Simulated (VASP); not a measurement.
# WS2 (R3m) in VASP: further runs, part 2 of 2

VASP 6.6.1. Earlier steps stand in the parts before.

## Step 3: Single point, PBE (equal strain along all axes, cell held: -1.5 %, then relaxed in part)

INCAR

```
SYSTEM = WS2
  PREC = Accurate
  ENCUT = 520
  EDIFF = 1E-7
  ISMEAR = 0
  SIGMA = 0.02
  LREAL = .False.
  LASPH = .True.
  NELM = 60
  ALGO = Normal
  ISIF = 2
  LWAVE = .False.
  LCHARG = .False.
  GGA = PE
  NBANDS = 49
```

KPOINTS

```
regular mesh
0
Gamma
  12 12 2
  0 0 0
```

POSCAR

```
WS2
1.0
    3.1399311817      0.0000000000      0.0000000000
   -1.5699655908      2.7192601695      0.0000000000
    0.0000000000      0.0000000000     22.0869874820
W S
3 6
Direct
    0.6666666667      0.3333333333      0.3326559247
    0.3333333333      0.6666666667      0.6659892580
    0.0000000000      0.0000000000      0.9993225913
    0.3333333333      0.6666666667      0.2607610638
    0.6666666667      0.3333333333      0.0712163449
    0.0000000000      0.0000000000      0.5940943971
    0.3333333333      0.6666666667      0.4045496782
    0.6666666667      0.3333333333      0.9274277305
    0.0000000000      0.0000000000      0.7378830116
```

Potentials or basis: VASP PAW PBE potentials, release 64 (W_sv, S).

Launch:

```
$ cat potpaw_PBE.64/W_sv/POTCAR potpaw_PBE.64/S/POTCAR > POTCAR
$ mpirun -np 1 vasp_std > vasp.out
```

OUTCAR:

```text
SYSTEM = WS2
   PREC = Accurate
   ENCUT = 520
   EDIFF = 1E-7
   ISMEAR = 0
   LREAL = .False.
   LASPH = .True.
   NELM = 60
   ISIF = 2
   GGA = PE

 ion  position               nearest neighbor table
   1  0.667  0.333  0.333-   7 2.41   7 2.41   7 2.41   4 2.41   4 2.41   4 2.41
   2  0.333  0.667  0.666-   9 2.41   9 2.41   9 2.41   6 2.41   6 2.41   6 2.41
   3  0.000  0.000  0.999-   5 2.41   5 2.41   5 2.41   8 2.41   8 2.41   8 2.41
   4  0.333  0.667  0.261-   1 2.41   1 2.41   1 2.41
   5  0.667  0.333  0.071-   3 2.41   3 2.41   3 2.41
   6  0.000  0.000  0.594-   2 2.41   2 2.41   2 2.41
   7  0.333  0.667  0.405-   1 2.41   1 2.41   1 2.41
   8  0.667  0.333  0.927-   3 2.41   3 2.41   3 2.41
   9  0.000  0.000  0.738-   2 2.41   2 2.41   2 2.41

  LATTYP: Found a hexagonal cell.
 ALAT       =     3.1399311817
 C/A-ratio  =     7.0342266132

  Lattice vectors:

 A1 = (   3.1399311817,   0.0000000000,   0.0000000000)
 A2 = (  -1.5699655908,   2.7192601695,   0.0000000000)
 A3 = (   0.0000000000,   0.0000000000,  22.0869874820)

Analysis of symmetry for initial positions (statically):
=====================================================================
 Subroutine PRICEL returns following result:

  LATTYP: Found a trigonal (rhomboedric) cell.
 ALAT       =     7.5822344948
 COS(alpha) =     0.9142536109

  Lattice vectors:

 A1 = (   1.5699655907,  -0.9064200564,  -7.3623291599)
 A2 = (  -1.5699655906,  -0.9064200567,  -7.3623291621)
 A3 = (  -0.0000000001,   1.8128401131,  -7.3623291599)

   3 primitive cells build up your supercell.

 Routine SETGRP: Setting up the symmetry group for a
 hexagonal supercell.

 Subroutine GETGRP returns: Found  6 space group operations
 (whereof  6 operations were pure point group operations)
[... 152 lines left out ...]
  Thomas-Fermi vector in A             =   2.354991
   LORBIT       =      0    0 simple, 1 ext, 2 COOP (PROOUT), +10 PAW based schemes
   GGA     = PE    functional components
   LHFCALC =     F    Hartree Fock is set to
   AEXX    =    0.0000 exact exchange contribution
   IVDW    =     0    specifies the selected vdW correction
   LEPSILON=     F    determine dielectric tensor
   LRPA    =     F    only Hartree local field effects (RPA)
 non-spin polarized calculation
 Gauss-broadening in eV      SIGMA  =   0.02
  energy-cutoff  :      520.00
  volume of cell :      188.59
 maximum number of plane-waves:      5112
 NGX is ok and might be reduce to    24

 number of electron      77.9999990 magnetization

 Free energy of the ion-electron system (eV)
  ---------------------------------------------------
  ext. energy  EPLUGINS =         0.00000000
  ---------------------------------------------------
  free energy    TOTEN  =       -70.97655716 eV

  energy without entropy =      -70.97655716  energy(sigma->0) =      -70.97655716

 E-fermi :   5.0551     XC(G=0):  -9.7173

 val. band max:        4.9421991815   @ k =   0.0000   0.0000   0.5000
 cond. band min:       6.7095879134   @ k =   0.1667   0.1667   0.0000
 fundamental gap:      1.7673887319
 Fermi energy:         5.0551325055

 k-point     1 :       0.0000    0.0000    0.0000
  band No.  band energies     occupation
      1     -69.0578      2.00000
      2     -69.0578      2.00000
      3     -69.0577      2.00000
      4     -33.3219      2.00000
      5     -33.3219      2.00000
      6     -33.3219      2.00000
[... 1237 lines left out ...]
     48       8.7278      0.00000
     49       9.4370      0.00000

 [... further k-points ...]

------------------------ aborting loop because EDIFF is reached ----------------------------------------

  FORCE on cell =-STRESS in cart. coord.  units (eV):
  Direction    XX          YY          ZZ          XY          YZ          ZX
  --------------------------------------------------------------------------------------
  -------------------------------------------------------------------------------------
  Total        4.4924179      4.4924179      0.0582498      0.0000000      0.0000000      0.0000000
  in kB       38.1665897     38.1665897      0.4948774      0.0000000      0.0000000      0.0000000
  external PRESSURE =      25.6093523 kB  Pullay stress =       0.0000000 kB

 VOLUME and BASIS-vectors are now :
 -----------------------------------------------------------------------------
  energy-cutoff  :      520.00
  volume of cell :      188.59
      direct lattice vectors                 reciprocal lattice vectors
     3.139931182  0.000000000  0.000000000     0.318478318  0.183873542  0.000000000
    -1.569965591  2.719260170  0.000000000     0.000000000  0.367747085  0.000000000
     0.000000000  0.000000000 22.086987482     0.000000000  0.000000000  0.045275527

 POSITION                                       TOTAL-FORCE (eV/Angst)
 -----------------------------------------------------------------------------------
      1.56997      0.90642      7.34737         0.000000     -0.000000     -0.000122
     -0.00000      1.81284     14.70970         0.000000     -0.000000     -0.000122
      0.00000      0.00000     22.07203        -0.000000      0.000000     -0.000122
     -0.00000      1.81284      5.75943        -0.000000      0.000000     -0.008272
      1.56997      0.90642      1.57295        -0.000000      0.000000      0.008395
      0.00000      0.00000     13.12176         0.000000      0.000000     -0.008272
     -0.00000      1.81284      8.93528        -0.000000     -0.000000      0.008395
      1.56997      0.90642     20.48408         0.000000      0.000000     -0.008272
      0.00000      0.00000     16.29761        -0.000000     -0.000000      0.008395
 -----------------------------------------------------------------------------------
    total drift:                                0.000000      0.000000      0.000179

  FREE ENERGIE OF THE ION-ELECTRON SYSTEM (eV)
  ---------------------------------------------------
  free  energy   TOTEN  =       -70.9765571633 eV

  energy  without entropy=      -70.9765571633  energy(sigma->0) =      -70.97655716
```

stdout:

```text
POSCAR found type information on POSCAR W S
 POSCAR found :  2 types and       9 ions
 scaLAPACK will be used
 LDA part: xc-table for (Slater+PW92), standard interpolation
 POSCAR, INCAR and KPOINTS ok, starting setup
 FFT: planning ... GRIDC
 FFT: planning ... GRID_SOFT
 FFT: planning ... GRID
 WAVECAR not read
 entering main loop
```

Wall time 4.1 min (1 thread of Intel Xeon Platinum 8488C (Sapphire Rapids), shared host); peak memory 0.45 GiB.

Results:

- Free energy: -70.9766 eV
- Pressure: 2.6 GPa
- Largest force: 0.008 eV/Å
- Band gap on the k mesh: 1.77 eV

Forces on the atoms (eV/Å):
```
W    0.000  0.000  0.000
W    0.000  0.000  0.000
W    0.000  0.000  0.000
S    0.000  0.000 -0.008
S    0.000  0.000  0.008
S    0.000  0.000 -0.008
S    0.000  0.000  0.008
S    0.000  0.000 -0.008
S    0.000  0.000  0.008
```

Caveat: the cell differs from its parent crystal (equal strain along all axes, cell held: -1.5 %, then relaxed in part); spin-orbit coupling is left out, which moves the levels of the heavy elements; this functional lacks dispersion, which binds layers or chains, so the pressure and a relaxed spacing across them are unreliable. A k mesh can miss the band edges.

## Step 4: Single point, PBE

This run uses another cell than the first one: it holds 9 atoms, not 3.

INCAR

```
PREC     = Accurate       # precision mode
ENCUT    = 520            # plane-wave cutoff, eV
EDIFF    = 1E-7           # SCF threshold, eV
ISMEAR   = 0              # smearing method
SIGMA    = 0.02           # smearing width, eV
LREAL    = False          # projectors in reciprocal space
LASPH    = True           # aspherical terms in the spheres
NELM     = 60             # most SCF steps
ALGO     = Normal         # electronic algorithm
ISIF     = 2              # what is computed and relaxed
LWAVE    = False          # write WAVECAR
LCHARG   = True           # write CHGCAR
GGA      = PE             # functional
LELF     = True           # ELF
LVHAR    = True         
NBANDS   = 49             # bands
```

KPOINTS

```
regular mesh
0
Gamma
  12 12 2
```

POSCAR

```
WS2
1.0
    3.1877473926      0.0000000000      0.0000000000
   -1.5938736963      2.7606702228      0.0000000000
    0.0000000000      0.0000000000     22.4233375452
W S
3 6
Direct
    0.6666666667      0.3333333333      0.3326558854
    0.3333333333      0.6666666667      0.6659892188
    0.0000000000      0.0000000000      0.9993225521
    0.3333333333      0.6666666667      0.2625923608
    0.6666666667      0.3333333333      0.0693850871
    0.0000000000      0.0000000000      0.5959256941
    0.3333333333      0.6666666667      0.4027184205
    0.6666666667      0.3333333333      0.9292590274
    0.0000000000      0.0000000000      0.7360517538
```

Launch:

```
$ cat potpaw_PBE.64/W_sv/POTCAR potpaw_PBE.64/S/POTCAR > POTCAR
$ mpirun -np 1 vasp_std > vasp.out
```

Wall time 4.5 min (1 thread of Intel Xeon Platinum 8488C (Sapphire Rapids), shared host); peak memory 0.45 GiB.

Results (log left out):

```yaml
Free_energy: -71.0454 eV
Pressure: 0.0 GPa
Largest_force: 0.004 eV/Å
Band_gap_on_the_k_mesh: 1.65 eV
```

Forces in eV/Å, atoms in the order of the input:
```
W    0.000  0.000  0.000
W    0.000  0.000  0.000
W    0.000  0.000  0.000
S    0.000  0.000 -0.004
S    0.000  0.000  0.004
S    0.000  0.000 -0.004
S    0.000  0.000  0.004
S    0.000  0.000 -0.004
S    0.000  0.000  0.004
```

Levels at points of the mesh, in eV from the valence-band top:
| k point | band 37 | band 38 | band 39 | band 40 | band 41 | band 42 |
| --- | --- | --- | --- | --- | --- | --- |
| (0.00, 0.00, 0.00) | -0.40 | -0.08 | -0.08 | 2.70 | 2.71 | 2.71 |
| (0.50, 0.00, 0.00) | -1.10 | -1.10 | -1.07 | 2.67 | 2.67 | 2.67 |
| (0.00, 0.00, 0.50) | -0.28 | -0.28 | 0.00 | 2.71 | 2.71 | 2.71 |
| (0.50, 0.00, 0.50) | -1.11 | -1.08 | -1.08 | 2.67 | 2.67 | 2.67 |

Caveat: spin-orbit coupling is left out, which moves the levels of the heavy elements; this functional lacks dispersion, which binds layers or chains, so the pressure and a relaxed spacing across them are unreliable.

## Step 5: Single point, PBE

This run uses another cell than the first one: it holds 15 atoms, not 3.

INCAR

```
ALGO = Normal
EDIFF = 1E-6
ENCUT = 520
GGA = PE
ISIF = 2
ISMEAR = 0
LASPH = T
LCHARG = T
LELF = T
LREAL = Auto
LVHAR = T
LWAVE = F
NBANDS = 78
NELM = 60
PREC = Accurate
SIGMA = 0.01
```

KPOINTS

```
Automatic mesh
0
Gamma
  3 2 3
  0 0.5 0
```

POSCAR

```
WS2
1.0
    0.0000000000     -5.5213404984      0.0000000000
    0.0000000000     -1.8404468328      7.4744429926
   -7.9693685575     -2.7606702492      0.0000000000
W S
5 10
Direct
    0.5993225527      0.0020323419      0.8000000000
    0.7993225527      0.0020323419      0.4000000000
    0.1993225527      0.0020323419      0.6000000000
    0.3993225527      0.0020323419      0.2000000000
    0.9993225527      0.0020323419      0.0000000000
    0.1959256669      0.2122229993      0.8000000000
    0.3959256669      0.2122229993      0.4000000000
    0.7959256669      0.2122229993      0.6000000000
    0.9959256669      0.2122229993      0.2000000000
    0.5959256669      0.2122229993      0.0000000000
    0.3360517804      0.7918446588      0.8000000000
    0.5360517804      0.7918446588      0.4000000000
    0.9360517804      0.7918446588      0.6000000000
    0.1360517804      0.7918446588      0.2000000000
    0.7360517804      0.7918446588      0.0000000000
```

Launch:

```
$ cat potpaw_PBE.64/W_sv/POTCAR potpaw_PBE.64/S/POTCAR > POTCAR
$ mpirun -np 1 vasp_std > vasp.out
```

Run time: 4.8 min. Hardware: 1 thread of Intel Xeon Platinum 8488C (Sapphire Rapids), shared host; peak memory 0.42 GiB.

It converged, with:

* Free energy: -118.3974 eV
* Pressure: 0.0 GPa
* Largest force: 0.013 eV/Å
* Band gap on the k mesh: 1.81 eV

Forces on the atoms (eV/Å):
```
W    0.000 -0.008  0.000
W    0.000 -0.008  0.000
W    0.000 -0.008  0.000
W    0.000 -0.008  0.000
W    0.000 -0.008  0.000
S    0.000  0.003  0.013
S    0.000  0.003  0.013
S    0.000  0.003  0.013
S    0.000  0.003  0.013
S    0.000  0.003  0.013
S    0.000  0.005 -0.012
S    0.000  0.005 -0.012
S    0.000  0.005 -0.012
S    0.000  0.005 -0.012
S    0.000  0.005 -0.012
```

Stress tensor (GPa, compression positive):
```
-0.07  0.00  0.00
 0.00 -0.01  0.00
 0.00  0.00  0.02
```

Levels at points of the mesh, in eV from the valence-band top:
```
           k point  band 62  band 63  band 64  band 65  band 66  band 67  band 68  band 69
(0.00, 0.25, 0.00)    -0.85    -0.34    -0.34    -0.01     2.13     2.13     2.35     2.35
```

Caveat: the k points lie up to 0.42 Å⁻¹ apart; spin-orbit coupling is left out, which moves the levels of the heavy elements; a shifted mesh leaves out Γ, where band edges can lie; this functional lacks dispersion, which binds layers or chains, so the pressure and a relaxed spacing across them are unreliable. A k mesh can miss the band edges.

## Step 6: Summary

| cell | k mesh | smearing | gap on the mesh (eV) | pressure (GPa) | largest force (eV/Å) |
| --- | --- | --- | --- | --- | --- |
| a = 6.447 Å, angles 28.4°, 3 atoms, atomic positions A | 12 × 12 × 12 | gaussian 0.02 eV | 1.05 | 3.0 | 0.01 |
| a = 3.140, b = 3.140, c = 22.087 Å, angles 90.0, 90.0, 120.0°, 9 atoms, atomic positions B | 12 × 12 × 2 | gaussian 0.02 eV | 1.77 | 2.6 | 0.01 |
| a = 3.188, b = 3.188, c = 22.423 Å, angles 90.0, 90.0, 120.0°, 9 atoms, atomic positions C | 12 × 12 × 2 | gaussian 0.02 eV | 1.65 | 0.0 | - |
| a = 5.521, b = 7.698, c = 8.434 Å, angles 85.5, 70.9, 76.2°, 15 atoms, atomic positions D | 3 × 2 × 3, shifted | gaussian 0.01 eV | 1.81 | 0.0 | 0.01 |

Alike in all rows: task single point; level PBE; potentials or basis VASP PAW PBE potentials, release 64 (W_sv, S); no spin polarisation; cutoff (eV) 520.

Caveats: some runs use coarse meshes; spin-orbit coupling is left out, which moves the levels of the heavy elements; this functional lacks dispersion, which binds layers or chains, so the pressure and a relaxed spacing across them are unreliable (at least some runs); a shifted mesh leaves out Γ, where band edges can lie (at least some runs).

Total energies depend on the potentials used, so only differences within one code and one set of settings carry meaning.
